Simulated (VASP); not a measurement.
# Nb2Te2S (R-3m) in VASP: further runs

The runs below take Nb2Te2S through single point, with PBE.

Everything below comes from runs of VASP 6.6.1. Logs are shortened: lines on timing, memory, paths and dates and some standing lists are left out, and cuts for length are marked.

## (1) The cell of the first run

The structure is trigonal, space group R-3m (No. 166). Conventional cell: a = 4.029 Å, b = 4.029 Å, c = 28.007 Å, α = 90.00°, β = 90.00°, γ = 120.00°. Within 3.8 Å of Nb (site symmetry 3m) lie 3 S at 2.85 Å and 3 Te at 2.91 Å. Within 3.8 Å of Te (site symmetry 3m) lie 3 Nb at 2.91 Å and 3 Te at 3.44 Å. S (site symmetry -3m) has 6 Nb at 2.85 Å within 3.8 Å.

## (2) Single point, PBE

File INCAR:

```
SYSTEM = Nb2Te2S
PREC = Accurate ; ENCUT = 520
EDIFF = 1E-6 ; ISMEAR = 0
SIGMA = 0.1 ; LREAL = .False.
LASPH = .True. ; NELM = 100
ALGO = Normal ; ISIF = 2
LWAVE = .False. ; LCHARG = .True.
GGA = PE ; LELF = .True.
LVHAR = .True. ; NBANDS = 30
```

File KPOINTS:

```
regular mesh
0
Gamma
  6 6 6
  0 0 0
```

File POSCAR:

```
Nb2Te2S
1.0
    2.0142671600      1.1629376900      9.3355776300
   -2.0142671600      1.1629376900      9.3355776300
    0.0000000000     -2.3258753700      9.3355776300
Nb Te S
2 2 1
Direct
    0.6079999800      0.6079999800      0.6079999800
    0.3920000200      0.3920000200      0.3920000200
    0.2120000000      0.2120000000      0.2120000000
    0.7880000000      0.7880000000      0.7880000000
    0.0000000000      0.0000000000      0.0000000000
```

Potentials or basis: VASP PAW PBE potentials, release 64 (Nb_sv, Te, S).

Command:

```sh
$ cat potpaw_PBE.64/Nb_sv/POTCAR potpaw_PBE.64/Te/POTCAR potpaw_PBE.64/S/POTCAR > POTCAR
$ mpirun -np 1 vasp_std > vasp.out
```

OUTCAR:

```text
SYSTEM = Nb2Te2S
   PREC = Accurate
   ENCUT = 520
   EDIFF = 1E-6
   ISMEAR = 0
   LREAL = .False.
   LASPH = .True.
   NELM = 100
   ISIF = 2
   GGA = PE

 ion  position               nearest neighbor table
   1  0.608  0.608  0.608-   5 2.85   5 2.85   5 2.85   3 2.91   3 2.91   3 2.91
   2  0.392  0.392  0.392-   5 2.85   5 2.85   5 2.85   4 2.91   4 2.91   4 2.91
   3  0.212  0.212  0.212-   1 2.91   1 2.91   1 2.91   4 3.44   4 3.44   4 3.44
   4  0.788  0.788  0.788-   2 2.91   2 2.91   2 2.91   3 3.44   3 3.44   3 3.44
   5  0.000  0.000  0.000-   1 2.85   1 2.85   2 2.85   2 2.85   1 2.85   2 2.85

  LATTYP: Found a trigonal (rhomboedric) cell.
 ALAT       =     9.6209514056
 COS(alpha) =     0.9123346244

  Lattice vectors:

 A1 = (   2.0142671600,   1.1629376900,   9.3355776300)
 A2 = (  -2.0142671600,   1.1629376900,   9.3355776300)
 A3 = (   0.0000000000,  -2.3258753700,   9.3355776300)

Analysis of symmetry for initial positions (statically):
=====================================================================
 Subroutine PRICEL returns:
 Original cell was already a primitive cell.

 Routine SETGRP: Setting up the symmetry group for a
 trigonal (rhombohedral) supercell.

 Subroutine GETGRP returns: Found 12 space group operations
 (whereof 12 operations were pure point group operations)
 out of a pool of 12 trial point group operations.

The static configuration has the point symmetry D_3d.

Analysis of symmetry for dynamics (positions and initial velocities):
=====================================================================
 Subroutine PRICEL returns:
 Original cell was already a primitive cell.

 Routine SETGRP: Setting up the symmetry group for a
 trigonal (rhombohedral) supercell.

 Subroutine GETGRP returns: Found 12 space group operations
 (whereof 12 operations were pure point group operations)
 out of a pool of 12 trial point group operations.

The dynamic configuration has the point symmetry D_3d.

 Subroutine INISYM returns: Found 12 space group operations
 (whereof 12 operations are pure point group operations),
 and found     1 'primitive' translations

----------------------------------------------------------------------------------------

                                     Primitive cell

  volume of cell :     131.2097

  direct lattice vectors                    reciprocal lattice vectors
     2.014267160  1.162937690  9.335577630     0.248229237  0.143315217  0.035705700
    -2.014267160  1.162937690  9.335577630    -0.248229237  0.143315217  0.035705700
     0.000000000 -2.325875370  9.335577630     0.000000000 -0.286630434  0.035705700

  length of vectors
     9.620951406  9.620951406  9.620951404     0.288845811  0.288845811  0.288845811

  position of ions in fractional coordinates (direct lattice)
     0.607999980  0.607999980  0.607999980
     0.392000020  0.392000020  0.392000020
     0.212000000  0.212000000  0.212000000
     0.788000000  0.788000000  0.788000000
     0.000000000  0.000000000  0.000000000

  ion indices of the primitive-cell ions
   primitive index   ion index
                 1           1
                 2           2
                 3           3
                 4           4
                 5           5

----------------------------------------------------------------------------------------

 KPOINTS: regular mesh

Automatic generation of k-mesh.
 Grid dimensions read from file:
 generate k-points for:    6    6    6

 Generating k-lattice:

  Cartesian coordinates                     Fractional coordinates (reciprocal lattice)
     0.041371539  0.023885869  0.005950950     0.166666667  0.000000000 -0.000000000
    -0.041371539  0.023885869  0.005950950     0.000000000  0.166666667 -0.000000000
     0.000000000 -0.047771739  0.005950950    -0.000000000 -0.000000000  0.166666667

  Length of vectors
     0.048140968  0.048140968  0.048140968

  Shift w.r.t. Gamma in fractional coordinates (k-lattice)
     0.000000000  0.000000000  0.000000000

 Subroutine IBZKPT returns following result:
 ===========================================

 Found     32 irreducible k-points:

 Following reciprocal coordinates:
            Coordinates               Weight
  0.000000  0.000000  0.000000      1.000000
  0.166667 -0.000000 -0.000000      6.000000
  0.333333  0.000000  0.000000      6.000000
  0.500000 -0.000000  0.000000      3.000000
  0.166667  0.166667 -0.000000      6.000000
  0.333333  0.166667 -0.000000     12.000000
[... 16 lines left out ...]
  0.500000  0.500000  0.166667      6.000000
 -0.333333  0.500000  0.166667     12.000000
 [... further k-points ...]
   k-points           NKPTS =     32   k-points in BZ     NKDIM =     32   number of bands    NBANDS=     30
   number of dos      NEDOS =    301   number of ions     NIONS =      5
   total plane-waves  NPLWV = 373248
   dimension x,y,z NGX =    72 NGY =   72 NGZ =   72
   dimension x,y,z NGXF=   144 NGYF=  144 NGZF=  144
   ions per type =               2   2   1
   NGX,Y,Z   is equivalent  to a cutoff of  12.44, 12.44, 12.44 a.u.
   NGXF,Y,Z  is equivalent  to a cutoff of  24.88, 24.88, 24.88 a.u.
 SYSTEM =  Nb2Te2S
   PREC   = accura    normal or accurate (medium, high low for compatibility)
   ISTART =      0    job   : 0-new  1-cont  2-samecut
   ICHARG =      2    charge: 1-file 2-atom 10-const
   ISPIN  =      1    spin polarized calculation?
   LNONCOLLINEAR =      F non collinear calculations
   LSORBIT =      F    spin-orbit coupling
   LASPH  =      T    aspherical Exc in radial PAW
   ENCUT  =  520.0 eV  38.22 Ry    6.18 a.u.  17.89 17.89 17.89*2*pi/ulx,y,z
   NELM   =    100;   NELMIN=  2; NELMDL= -5     # of ELM steps
   EDIFF  = 0.1E-05   stopping-criterion for ELM
   LREAL  =      F    real-space projection
   EDIFFG = 0.1E-04   stopping-criterion for IOM
   NSW    =      0    number of steps for IOM
   IBRION =     -1    ionic relax: 0-MD 1-quasi-New 2-CG
   NFREE  =      0    steps in history (QN), initial steepest desc. (CG)
   ISIF   =      2    stress and relaxation
   ISYM   =      2    0-nonsym 1-usesym 2-fastsym
   POTIM  = 0.5000    time-step for ionic-motion
   TEBEG  =    0.0;   TEEND  =   0.0 temperature during run
   PSTRESS=    0.0 pullay stress
   NELECT =      44.0000    total number of electrons
   NUPDOWN=      -1.0000    fix difference up-down
   EMIN   =  10.00;   EMAX   =-10.00  energy-range for DOS
   EFERMI =   0.00;   METHOD = LEGACY
   ISMEAR =     0;   SIGMA  =   0.10  broadening in eV -4-tet -1-fermi 0-gaus
   EFERMI_NEDOS =   21; number of points for ismear=-14 and -15
   IALGO  =     38    algorithm
   IMIX   =      4    mixing-type and parameters
     AMIX     =   0.40;   BMIX     =  1.00
     AMIX_MAG =   1.60;   BMIX_MAG =  1.00
  volume/ion in A,a.u.               =      26.24       177.09
  Fermi-wavevector in a.u.,A,eV,Ry     =   1.137375  2.149327 17.600799  1.293622
  Thomas-Fermi vector in A             =   2.274080
   LORBIT       =      0    0 simple, 1 ext, 2 COOP (PROOUT), +10 PAW based schemes
   GGA     = PE    functional components
   LHFCALC =     F    Hartree Fock is set to
   AEXX    =    0.0000 exact exchange contribution
   IVDW    =     0    specifies the selected vdW correction
   LEPSILON=     F    determine dielectric tensor
   LRPA    =     F    only Hartree local field effects (RPA)
 non-spin polarized calculation
 Gauss-broadening in eV      SIGMA  =   0.10
  energy-cutoff  :      520.00
  volume of cell :      131.21
 maximum number of plane-waves:      3557
   NGX = 35   NGY = 35   NGZ = 35

 number of electron      44.0000001 magnetization

 Free energy of the ion-electron system (eV)
  ---------------------------------------------------
  ext. energy  EPLUGINS =         0.00000000
  ---------------------------------------------------
  free energy    TOTEN  =       -31.21319309 eV

  energy without entropy =      -31.16083373  energy(sigma->0) =      -31.18701341

 E-fermi :   7.3267     XC(G=0): -10.0569

 val. band max:        7.3238512122   @ k =   0.3333   0.1667   0.1667
 cond. band min:       7.3273508498   @ k =  -0.3333   0.5000   0.1667
 fundamental gap:      0.0034996376
 Fermi energy:         7.3267119739

 k-point     1 :       0.0000    0.0000    0.0000
  band No.  band energies     occupation
      1     -48.7168      2.00000
      2     -48.7152      2.00000
      3     -24.7459      2.00000
      4     -24.7459      2.00000
      5     -24.7425      2.00000
      6     -24.7425      2.00000
[... 22 lines left out ...]
     29       9.4261      0.00000
     30      10.4637      0.00000

 k-point     2 :       0.1667   -0.0000   -0.0000
  band No.  band energies     occupation
      1     -48.7161      2.00000
      2     -48.7147      2.00000
      3     -24.7574      2.00000
      4     -24.7537      2.00000
      5     -24.7491      2.00000
      6     -24.7445      2.00000
[... 22 lines left out ...]
     29       9.6160      0.00000
     30       9.7462      0.00000

 k-point     3 :       0.3333    0.0000    0.0000
  band No.  band energies     occupation
      1     -48.7148      2.00000
      2     -48.7138      2.00000
      3     -24.7805      2.00000
      4     -24.7752      2.00000
      5     -24.7552      2.00000
      6     -24.7490      2.00000
[... 22 lines left out ...]
     29       9.9376      0.00000
     30      10.1240      0.00000

 k-point     4 :       0.5000   -0.0000    0.0000
  band No.  band energies     occupation
      1     -48.7140      2.00000
      2     -48.7135      2.00000
      3     -24.7921      2.00000
      4     -24.7857      2.00000
      5     -24.7581      2.00000
      6     -24.7513      2.00000
[... 22 lines left out ...]
     29      10.0090      0.00000
     30      10.3696      0.00000

 k-point     5 :       0.1667    0.1667   -0.0000
  band No.  band energies     occupation
      1     -48.7161      2.00000
      2     -48.7147      2.00000
      3     -24.7574      2.00000
      4     -24.7537      2.00000
      5     -24.7491      2.00000
      6     -24.7445      2.00000
[... 22 lines left out ...]
     29       9.2271      0.00000
     30      10.1447      0.00000
[... 526 lines left out ...]
     29       9.4639      0.00000
     30      10.2829      0.00000

 k-point    22 :      -0.1667    0.3333    0.1667
  band No.  band energies     occupation
      1     -48.7140      2.00000
      2     -48.7135      2.00000
      3     -24.7858      2.00000
      4     -24.7808      2.00000
      5     -24.7634      2.00000
      6     -24.7573      2.00000
[... 22 lines left out ...]
     29       9.4761      0.00000
     30      10.0718      0.00000

 k-point    23 :       0.5000    0.5000    0.1667
  band No.  band energies     occupation
      1     -48.7148      2.00000
      2     -48.7138      2.00000
      3     -24.7805      2.00000
      4     -24.7752      2.00000
      5     -24.7552      2.00000
      6     -24.7490      2.00000
[... 22 lines left out ...]
     29       9.6392      0.00000
     30      10.1911      0.00000

 k-point    24 :      -0.3333    0.5000    0.1667
  band No.  band energies     occupation
      1     -48.7140      2.00000
      2     -48.7135      2.00000
      3     -24.7858      2.00000
      4     -24.7808      2.00000
      5     -24.7634      2.00000
      6     -24.7573      2.00000
[... 22 lines left out ...]
     29       9.3589      0.00000
     30      10.4435      0.00000

 [... further k-points ...]
[... 5 lines left out ...]
  --------------------------------------------------------------------------------------
  -------------------------------------------------------------------------------------
  Total      -11.0287558    -11.0287558     -6.8124193      0.0000000     -0.0000000      0.0000000
  in kB     -134.6700874   -134.6700873    -83.1851862      0.0000000     -0.0000000      0.0000000
  external PRESSURE =    -117.5084536 kB  Pullay stress =       0.0000000 kB

 VOLUME and BASIS-vectors are now :
 -----------------------------------------------------------------------------
  energy-cutoff  :      520.00
  volume of cell :      131.21
      direct lattice vectors                 reciprocal lattice vectors
     2.014267160  1.162937690  9.335577630     0.248229237  0.143315217  0.035705700
    -2.014267160  1.162937690  9.335577630    -0.248229237  0.143315217  0.035705700
     0.000000000 -2.325875370  9.335577630     0.000000000 -0.286630434  0.035705700

 POSITION                                       TOTAL-FORCE (eV/Angst)
 -----------------------------------------------------------------------------------
      0.00000      0.00000     17.02809         0.000000      0.000000      1.117110
      0.00000      0.00000     10.97864         0.000000     -0.000000     -1.117110
      0.00000      0.00000      5.93743         0.000000      0.000000      1.332513
      0.00000      0.00000     22.06931         0.000000     -0.000000     -1.332513
      0.00000      0.00000      0.00000         0.000000      0.000000     -0.000000
 -----------------------------------------------------------------------------------
    total drift:                               -0.000000     -0.000000     -0.000000

  FREE ENERGIE OF THE ION-ELECTRON SYSTEM (eV)
  ---------------------------------------------------
  free  energy   TOTEN  =       -31.2131930929 eV

  energy  without entropy=      -31.1608337267  energy(sigma->0) =      -31.18701341
```

Wall time 14 min (1 thread of Intel Xeon Platinum 8259CL at 2.50GHz (Skylake/Cascade Lake), shared host); peak memory 0.76 GiB.

What came out:

```
Free energy            : -31.2132 eV
Pressure               : -11.8 GPa
Largest force          : 1.333 eV/Å
Band gap on the k mesh : zero (band 22 reaches 7.36 eV, above the bottom of band 23 at 6.74 eV)
```

Forces in eV/Å, atoms in the order of the input:
```
Nb   0.000  0.000  1.117
Nb   0.000  0.000 -1.117
Te   0.000  0.000  1.333
Te   0.000  0.000 -1.333
S    0.000  0.000  0.000
```

Stress tensor (GPa, compression positive):
```
-13.47   0.00   0.00
  0.00 -13.47   0.00
  0.00   0.00  -8.32
```

Caveat: spin-orbit coupling is left out, which moves the levels of the heavy elements; forces of over 1 eV/Å act on the atoms, so gaps and moduli don't describe the material at rest.

[end of part 1 of 2]
